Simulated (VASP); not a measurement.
Input of a VASP 6.6.1 run:

The input POSCAR:

```
Hf
1.0
    0.0000000000      2.1823656109      2.1823656109
    2.1823656109      0.0000000000      2.1823656109
    2.1823656109      2.1823656109      0.0000000000
Hf
1
Direct
    0.0000000000      0.0000000000      0.0000000000
```

INCAR.step1

```
SYSTEM = Hf
PREC = Accurate ; ENCUT = 520
ISMEAR = 1 ; SIGMA = 0.1
LREAL = .False. ; LASPH = .True.
NELM = 60 ; NBANDS = 11
GGA = PE ; ALGO = Normal
EDIFF = 1E-4 ; LWAVE = .True.
LCHARG = .False.
```

INCAR.step2

```
SYSTEM = Hf
PREC = Accurate ; ENCUT = 520
EDIFF = 1E-7 ; ISMEAR = 1
SIGMA = 0.1 ; LREAL = .False.
LASPH = .True. ; NELM = 60
ALGO = Normal ; ISIF = 2
LWAVE = .False. ; LCHARG = .True.
METAGGA = R2SCAN ; LMIXTAU = .True.
LELF = .True. ; LVHAR = .True.
NBANDS = 11 ; ISTART = 1
```

The input KPOINTS:

```
regular mesh
0
Gamma
  11 11 11
  0 0 0
```

Potentials or basis: VASP PAW PBE potentials, release 64 (Hf_pv).

Launch:

```console
$ cat potpaw_PBE.64/Hf_pv/POTCAR > POTCAR
$ cp INCAR.step1 INCAR
$ mpirun -np 1 vasp_std > vasp.out
$ cp INCAR.step2 INCAR
$ mpirun -np 1 vasp_std > vasp.out
```

Q: Predict the pressure.

A: 7.9 GPa.

Q: Estimate the band gap on the k mesh.

A: Zero (band 5 reaches 6.77 eV, above the bottom of band 6 at 4.81 eV).

Caveat: the PAW data sets were made with another functional, which shifts forces and pressure a little; spin-orbit coupling is left out, which moves the levels of the heavy elements.
